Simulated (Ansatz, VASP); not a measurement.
Sb in VASP and in Ansatz

```
Sb
1.0
     2.18077    1.25907    1.82971
    -2.18077    1.25907    1.82971
     0.00000   -2.51814    1.82971
Sb
1
Direct
  0.50000 0.50000 0.50000
```

Alike in both runs: task relaxation of cell and atoms; functional PBE; k mesh 18 × 18 × 18; occupations gaussian, width 0.1 eV; no spin polarisation.

```csv
,VASP,Ansatz
version,VASP 6.6.1,Ansatz 0.2.0
potentials or method,"VASP PAW PBE potentials, release 64 (Sb), cutoff 600 eV","scalar-relativistic, plane waves, PAW"
valence electrons in the cell,5,15
```

VASP gave:

* gap on the k mesh at the Fermi level, each at its own relaxed structure (eV): none
* relaxed volume (Å³/atom): 30.06
* relaxed cell length with the largest relative difference (Å): 3.109

Which values does Ansatz return?

gap on the k mesh at the Fermi level, each at its own relaxed structure (eV): none; relaxed volume (Å³/atom): 30.07; relaxed cell length with the largest relative difference (Å): 3.110.

A gap of «none» marks a metal or a gap that the smearing closes. VASP's potentials hold 5 valence electrons a cell and Ansatz's 15, so a difference there can come from the potentials and not from the codes.

Spin-orbit coupling is off throughout.
